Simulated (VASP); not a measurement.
# SnSe (P4/nmm) in VASP: a series of runs

Aim: see how the results for SnSe move with the level of theory and the settings. Levels: r2SCAN+rVV10, r2SCAN. Tasks: single point.

All numbers are computed with VASP 6.6.1; they aren't measurements. Logs are shortened: lines on timing, memory, paths and dates and some standing lists are left out, and cuts for length are marked.

### 1 The cell of the first run

The typed cell holds 4 atoms: a = 4.219 Å, b = 4.219 Å, c = 5.993 Å, α = 90.00°, β = 90.00°, γ = 90.00°.

### 2 Single point, r2SCAN+rVV10

File POSCAR:

```
SnSe
1.0
    4.2193387754      0.0000000000      0.0000000000
    0.0000000000      4.2193387754      0.0000000000
    0.0000000000      0.0000000000      5.9930246257
Sn Se
2 2
Direct
    0.5000000000      0.0000000000      0.2500913545
    0.0000000000      0.5000000000      0.7499086455
    0.5000000000      0.0000000000      0.7498973803
    0.0000000000      0.5000000000      0.2501026197
```

File INCAR.step1:

```
SYSTEM = SnSe
PREC = Accurate
ENCUT = 520
ISMEAR = -1
SIGMA = 0.02
LREAL = .False.
LASPH = .True.
NELM = 60
NBANDS = 28
GGA = PE
ALGO = Normal
EDIFF = 1E-4
LWAVE = .True.
LCHARG = .False.
```

File INCAR.step2:

```
SYSTEM = SnSe
PREC = Accurate
ENCUT = 520
EDIFF = 1E-6
ISMEAR = -1
SIGMA = 0.02
LREAL = .False.
LASPH = .True.
NELM = 60
ALGO = Normal
ISIF = 2
LWAVE = .False.
LCHARG = .True.
METAGGA = R2SCAN
LMIXTAU = .True.
LUSE_VDW = .True.
IVDW_NL = 2
BPARAM = 11.95
CPARAM = 0.0093
LELF = .True.
LVHAR = .True.
NBANDS = 28
ISTART = 1
```

File KPOINTS:

```
regular mesh
0
Gamma
  6 6 4
  0 0 0
```

Potentials or basis: VASP PAW PBE potentials, release 64 (Sn_d, Se).

Launch:

```sh
$ cat potpaw_PBE.64/Sn_d/POTCAR potpaw_PBE.64/Se/POTCAR > POTCAR
$ cp INCAR.step1 INCAR
$ mpirun -np 1 vasp_std > vasp.out
$ cp INCAR.step2 INCAR
$ mpirun -np 1 vasp_std > vasp.out
```

OUTCAR:

```text
SYSTEM = SnSe
   PREC = Accurate
   ENCUT = 520
   EDIFF = 1E-6
   ISMEAR = -1
   LREAL = .False.
   LASPH = .True.
   NELM = 60
   ISIF = 2
   METAGGA = R2SCAN
   IVDW_NL = 2
   BPARAM = 11.95
   ISTART = 1

 ion  position               nearest neighbor table
   1  0.500  0.000  0.250-   4 2.98   4 2.98   4 2.98   4 2.98   3 3.00   3 3.00
   2  0.000  0.500  0.750-   3 2.98   3 2.98   3 2.98   3 2.98   4 3.00   4 3.00
   3  0.500  0.000  0.750-   2 2.98   2 2.98   2 2.98   2 2.98   1 3.00   1 3.00
   4  0.000  0.500  0.250-   1 2.98   1 2.98   1 2.98   1 2.98   2 3.00   2 3.00

  LATTYP: Found a simple tetragonal cell.
 ALAT       =     4.2193387754
 C/A-ratio  =     1.4203705710

  Lattice vectors:

 A1 = (   4.2193387754,   0.0000000000,   0.0000000000)
 A2 = (   0.0000000000,   4.2193387754,   0.0000000000)
 A3 = (   0.0000000000,   0.0000000000,   5.9930246257)

Analysis of symmetry for initial positions (statically):
=====================================================================
 Subroutine PRICEL returns:
 Original cell was already a primitive cell.

 Routine SETGRP: Setting up the symmetry group for a
 simple tetragonal supercell.

 Subroutine GETGRP returns: Found 16 space group operations
 (whereof  8 operations were pure point group operations)
 out of a pool of 16 trial point group operations.

The static configuration has the point symmetry D_2d.
 The point group associated with its full space group is D_4h.

Analysis of symmetry for dynamics (positions and initial velocities):
=====================================================================
 Subroutine PRICEL returns:
 Original cell was already a primitive cell.

 Routine SETGRP: Setting up the symmetry group for a
 simple tetragonal supercell.

 Subroutine GETGRP returns: Found 16 space group operations
 (whereof  8 operations were pure point group operations)
 out of a pool of 16 trial point group operations.

The dynamic configuration has the point symmetry D_2d.
 The point group associated with its full space group is D_4h.

 Subroutine INISYM returns: Found 16 space group operations
 (whereof  8 operations are pure point group operations),
 and found     1 'primitive' translations

----------------------------------------------------------------------------------------

                                     Primitive cell

  volume of cell :     106.6927

  direct lattice vectors                    reciprocal lattice vectors
     4.219338775  0.000000000  0.000000000     0.237003960  0.000000000  0.000000000
     0.000000000  4.219338775  0.000000000     0.000000000  0.237003960  0.000000000
     0.000000000  0.000000000  5.993024626     0.000000000  0.000000000  0.166860653

  length of vectors
     4.219338775  4.219338775  5.993024626     0.237003960  0.237003960  0.166860653

  position of ions in fractional coordinates (direct lattice)
     0.500000000  0.000000000  0.250091355
     0.000000000  0.500000000  0.749908645
     0.500000000  0.000000000  0.749897380
     0.000000000  0.500000000  0.250102620

  ion indices of the primitive-cell ions
   primitive index   ion index
                 1           1
                 2           2
                 3           3
                 4           4

----------------------------------------------------------------------------------------

 KPOINTS: regular mesh

Automatic generation of k-mesh.
 Grid dimensions read from file:
 generate k-points for:    6    6    4

 Generating k-lattice:

  Cartesian coordinates                     Fractional coordinates (reciprocal lattice)
     0.039500660  0.000000000  0.000000000     0.166666667  0.000000000  0.000000000
     0.000000000  0.039500660  0.000000000     0.000000000  0.166666667  0.000000000
     0.000000000  0.000000000  0.041715163     0.000000000  0.000000000  0.250000000

  Length of vectors
     0.039500660  0.039500660  0.041715163

  Shift w.r.t. Gamma in fractional coordinates (k-lattice)
     0.000000000  0.000000000  0.000000000

 Subroutine IBZKPT returns following result:
 ===========================================

 Found     30 irreducible k-points:

 Following reciprocal coordinates:
            Coordinates               Weight
  0.000000  0.000000  0.000000      1.000000
  0.166667  0.000000  0.000000      4.000000
  0.333333  0.000000  0.000000      4.000000
  0.500000  0.000000  0.000000      2.000000
  0.166667  0.166667  0.000000      4.000000
  0.333333  0.166667  0.000000      8.000000
[... 16 lines left out ...]
  0.333333  0.000000  0.500000      4.000000
  0.500000  0.000000  0.500000      2.000000
 [... further k-points ...]
   k-points           NKPTS =     30   k-points in BZ     NKDIM =     30   number of bands    NBANDS=     28
   number of dos      NEDOS =    301   number of ions     NIONS =      4
   total plane-waves  NPLWV =  49152
   dimension x,y,z NGX =    32 NGY =   32 NGZ =   48
   dimension x,y,z NGXF=    64 NGYF=   64 NGZF=   96
   ions per type =               2   2
   NGX,Y,Z   is equivalent  to a cutoff of  12.61, 12.61, 13.32 a.u.
   NGXF,Y,Z  is equivalent  to a cutoff of  25.22, 25.22, 26.63 a.u.
 SYSTEM =  SnSe
   PREC   = accura    normal or accurate (medium, high low for compatibility)
   ISTART =      1    job   : 0-new  1-cont  2-samecut
   ICHARG =      0    charge: 1-file 2-atom 10-const
   ISPIN  =      1    spin polarized calculation?
   LNONCOLLINEAR =      F non collinear calculations
   LSORBIT =      F    spin-orbit coupling
   LASPH  =      T    aspherical Exc in radial PAW
   ENCUT  =  520.0 eV  38.22 Ry    6.18 a.u.   7.85  7.85 11.14*2*pi/ulx,y,z
   NELM   =     60;   NELMIN=  2; NELMDL=  0     # of ELM steps
   EDIFF  = 0.1E-05   stopping-criterion for ELM
   LREAL  =      F    real-space projection
   EDIFFG = 0.1E-04   stopping-criterion for IOM
   NSW    =      0    number of steps for IOM
   IBRION =     -1    ionic relax: 0-MD 1-quasi-New 2-CG
   NFREE  =      0    steps in history (QN), initial steepest desc. (CG)
   ISIF   =      2    stress and relaxation
   ISYM   =      2    0-nonsym 1-usesym 2-fastsym
   POTIM  = 0.5000    time-step for ionic-motion
   TEBEG  =    0.0;   TEEND  =   0.0 temperature during run
   PSTRESS=    0.0 pullay stress
   NELECT =      40.0000    total number of electrons
   NUPDOWN=      -1.0000    fix difference up-down
   EMIN   =  10.00;   EMAX   =-10.00  energy-range for DOS
   EFERMI =   0.00;   METHOD = LEGACY
   ISMEAR =    -1;   SIGMA  =   0.02  broadening in eV -4-tet -1-fermi 0-gaus
   EFERMI_NEDOS =   21; number of points for ismear=-14 and -15
   IALGO  =     38    algorithm
   IMIX   =      4    mixing-type and parameters
     AMIX     =   0.40;   BMIX     =  1.00
     AMIX_MAG =   1.60;   BMIX_MAG =  1.00
  volume/ion in A,a.u.               =      26.67       180.00
  Fermi-wavevector in a.u.,A,eV,Ry     =   1.180456  2.230739 18.959403  1.393477
  Thomas-Fermi vector in A             =   2.316748
   LORBIT       =      0    0 simple, 1 ext, 2 COOP (PROOUT), +10 PAW based schemes
   METAGGA = R2SCAN    functional components
   LHFCALC =     F    Hartree Fock is set to
   AEXX    =    0.0000 exact exchange contribution
   IVDW_NL    =     2    kernel type
   BPARAM     =11.9500
   IVDW    =     0    specifies the selected vdW correction
   LEPSILON=     F    determine dielectric tensor
   LRPA    =     F    only Hartree local field effects (RPA)
 non-spin polarized calculation
  energy-cutoff  :      520.00
  volume of cell :      106.69
 maximum number of plane-waves:      2916
 NGX is ok and might be reduce to    32
   NGX = 15   NGY = 15   NGZ = 23

 number of electron      40.0000002 magnetization

 Free energy of the ion-electron system (eV)
  ---------------------------------------------------
  ext. energy  EPLUGINS =         0.00000000
  ---------------------------------------------------
  free energy    TOTEN  =       -78.75438692 eV

  energy without entropy =      -78.75438691  energy(sigma->0) =      -78.75438692

 E-fermi :   6.1961     XC(G=0): -10.3464

 val. band max:        5.8994258086   @ k =   0.5000   0.0000   0.5000
 cond. band min:       6.4932970293   @ k =   0.5000   0.0000   0.5000
 fundamental gap:      0.5938712207
 Fermi energy:         6.1960922655

 k-point     1 :       0.0000    0.0000    0.0000
  band No.  band energies     occupation
      1     -16.6070      2.00000
      2     -16.5700      2.00000
      3     -16.5665      2.00000
      4     -16.5643      2.00000
      5     -16.5643      2.00000
      6     -16.5637      2.00000
[... 20 lines left out ...]
     27      11.9001      0.00000
     28      11.9318      0.00000

 k-point     2 :       0.1667    0.0000    0.0000
  band No.  band energies     occupation
      1     -16.6022      2.00000
      2     -16.5703      2.00000
      3     -16.5657      2.00000
      4     -16.5641      2.00000
      5     -16.5630      2.00000
      6     -16.5629      2.00000
[... 20 lines left out ...]
     27      11.8428      0.00000
     28      11.9004      0.00000

 k-point     3 :       0.3333    0.0000    0.0000
  band No.  band energies     occupation
      1     -16.5914      2.00000
      2     -16.5735      2.00000
      3     -16.5693      2.00000
      4     -16.5651      2.00000
      5     -16.5628      2.00000
      6     -16.5591      2.00000
[... 20 lines left out ...]
     27      12.4761      0.00000
     28      12.5027      0.00000

 k-point     4 :       0.5000    0.0000    0.0000
  band No.  band energies     occupation
      1     -16.5808      2.00000
      2     -16.5808      2.00000
      3     -16.5697      2.00000
      4     -16.5697      2.00000
      5     -16.5591      2.00000
      6     -16.5591      2.00000
[... 20 lines left out ...]
     27      13.6742      0.00000
     28      13.6742      0.00000

 k-point     5 :       0.1667    0.1667    0.0000
  band No.  band energies     occupation
      1     -16.5987      2.00000
      2     -16.5731      2.00000
      3     -16.5662      2.00000
      4     -16.5653      2.00000
      5     -16.5611      2.00000
      6     -16.5598      2.00000
[... 20 lines left out ...]
     27      11.5181      0.00000
     28      12.3398      0.00000

 k-point     6 :       0.3333    0.1667    0.0000
  band No.  band energies     occupation
      1     -16.5920      2.00000
      2     -16.5802      2.00000
      3     -16.5666      2.00000
      4     -16.5658      2.00000
      5     -16.5654      2.00000
      6     -16.5583      2.00000
[... 463 lines left out ...]
      5     -16.5595      2.00000
      6     -16.5594      2.00000
[... 20 lines left out ...]
     27      10.5791      0.00000
     28      10.5791      0.00000

 k-point    22 :       0.1667    0.0000    0.5000
  band No.  band energies     occupation
      1     -16.5833      2.00000
      2     -16.5832      2.00000
      3     -16.5643      2.00000
      4     -16.5643      2.00000
      5     -16.5606      2.00000
      6     -16.5605      2.00000
[... 20 lines left out ...]
     27      11.0503      0.00000
     28      11.0523      0.00000

 k-point    23 :       0.3333    0.0000    0.5000
  band No.  band energies     occupation
      1     -16.5800      2.00000
      2     -16.5800      2.00000
      3     -16.5711      2.00000
      4     -16.5711      2.00000
      5     -16.5597      2.00000
      6     -16.5597      2.00000
[... 20 lines left out ...]
     27      12.9486      0.00000
     28      12.9508      0.00000

 k-point    24 :       0.5000    0.0000    0.5000
  band No.  band energies     occupation
      1     -16.5788      2.00000
      2     -16.5788      2.00000
      3     -16.5742      2.00000
      4     -16.5742      2.00000
      5     -16.5604      2.00000
      6     -16.5604      2.00000
[... 20 lines left out ...]
     27      14.5166      0.00000
     28      14.5166      0.00000

 [... further k-points ...]

------------------------ aborting loop because EDIFF is reached ----------------------------------------

  FORCE on cell =-STRESS in cart. coord.  units (eV):
  Direction    XX          YY          ZZ          XY          YZ          ZX
  --------------------------------------------------------------------------------------
  -------------------------------------------------------------------------------------
  Total        0.1017806      0.1017806      0.0977787      0.0000000      0.0000000      0.0000000
  in kB        1.5284136      1.5284136      1.4683173      0.0000000      0.0000000      0.0000000
  external PRESSURE =       1.5083815 kB  Pullay stress =       0.0000000 kB

 VOLUME and BASIS-vectors are now :
 -----------------------------------------------------------------------------
  energy-cutoff  :      520.00
  volume of cell :      106.69
      direct lattice vectors                 reciprocal lattice vectors
     4.219338775  0.000000000  0.000000000     0.237003960  0.000000000  0.000000000
     0.000000000  4.219338775  0.000000000     0.000000000  0.237003960  0.000000000
     0.000000000  0.000000000  5.993024626     0.000000000  0.000000000  0.166860653

 POSITION                                       TOTAL-FORCE (eV/Angst)
 -----------------------------------------------------------------------------------
      2.10967      0.00000      1.49880        -0.000000      0.000000     -0.000258
      0.00000      2.10967      4.49422         0.000000      0.000000      0.000258
      2.10967      0.00000      4.49415        -0.000000      0.000000      0.000460
      0.00000      2.10967      1.49887         0.000000     -0.000000     -0.000460
 -----------------------------------------------------------------------------------
    total drift:                                0.000000      0.000000      0.000000

  FREE ENERGIE OF THE ION-ELECTRON SYSTEM (eV)
  ---------------------------------------------------
  free  energy   TOTEN  =       -78.7543869242 eV

  energy  without entropy=      -78.7543869114  energy(sigma->0) =      -78.75438692
```

It took 3.4 min on 1 thread of AMD EPYC 9R45 (Zen 5), shared host; peak memory 0.42 GiB.

What came out:

| Property | Result |
| --- | --- |
| Free energy | -78.7544 eV |
| Pressure | 0.2 GPa |
| Band gap on the k mesh | 0.59 eV |

Caveat: the PAW data sets were made with another functional, which shifts forces and pressure a little; spin-orbit coupling is left out, which moves the levels of the heavy elements.

### 3 Single point, r2SCAN

POSCAR is that of step 2.

File INCAR.step1:

```
SYSTEM = SnSe
  PREC = Accurate
  ENCUT = 520
  ISMEAR = 0
  SIGMA = 0.01
  LREAL = .FALSE.
  LASPH = .TRUE.
  NELM = 100
  NBANDS = 28
  GGA = PE
  ALGO = Normal
  EDIFF = 1E-4
  LWAVE = .TRUE.
  LCHARG = .FALSE.
```

File INCAR.step2:

```
SYSTEM = SnSe
  PREC = Accurate
  ENCUT = 520
  EDIFF = 1E-7
  ISMEAR = 0
  SIGMA = 0.01
  LREAL = .FALSE.
  LASPH = .TRUE.
  NELM = 100
  ALGO = Normal
  ISIF = 2
  LWAVE = .FALSE.
  LCHARG = .TRUE.
  METAGGA = R2SCAN
  LMIXTAU = .TRUE.
  LELF = .TRUE.
  LVHAR = .TRUE.
  NBANDS = 28
  ISTART = 1
```

File KPOINTS:

```
regular mesh
0
G
  6 6 4
  0 0 0
```

Potentials or basis: VASP PAW PBE potentials, release 64 (Sn_d, Se).

Launch:

```sh
$ cat potpaw_PBE.64/Sn_d/POTCAR potpaw_PBE.64/Se/POTCAR > POTCAR
$ cp INCAR.step1 INCAR
$ mpirun -np 1 vasp_std > vasp.out
$ cp INCAR.step2 INCAR
$ mpirun -np 1 vasp_std > vasp.out
```

Run time: 3.2 min. Hardware: 1 thread of AMD EPYC 9R45 (Zen 5), shared host; peak memory 0.23 GiB.

The run converged. Its results:

- Free energy: -79.7466 eV
- Pressure: 0.9 GPa
- Band gap on the k mesh: 0.56 eV

Levels at points of the mesh, in eV from the valence-band top:
```
           k point  band 17  band 18  band 19  band 20  band 21  band 22  band 23  band 24
(0.00, 0.00, 0.00)    -4.20    -2.72    -2.72    -2.67     3.06     4.38     4.49     4.49
(0.50, 0.00, 0.00)    -2.55    -2.55    -0.74    -0.74     1.22     1.22     1.64     1.64
(0.50, 0.50, 0.00)    -4.23    -4.23    -4.18    -4.18     3.05     3.05     5.54     5.54
(0.00, 0.00, 0.50)    -3.53    -3.53    -2.02    -2.02     2.14     2.15     4.00     4.01
(0.50, 0.00, 0.50)    -2.42    -2.42     0.00     0.00     0.56     0.56     1.12     1.12
(0.50, 0.50, 0.50)    -5.31    -5.31    -1.13    -1.13     1.46     1.46     4.95     4.95
```

Caveat: the PAW data sets were made with another functional, which shifts forces and pressure a little; spin-orbit coupling is left out, which moves the levels of the heavy elements.
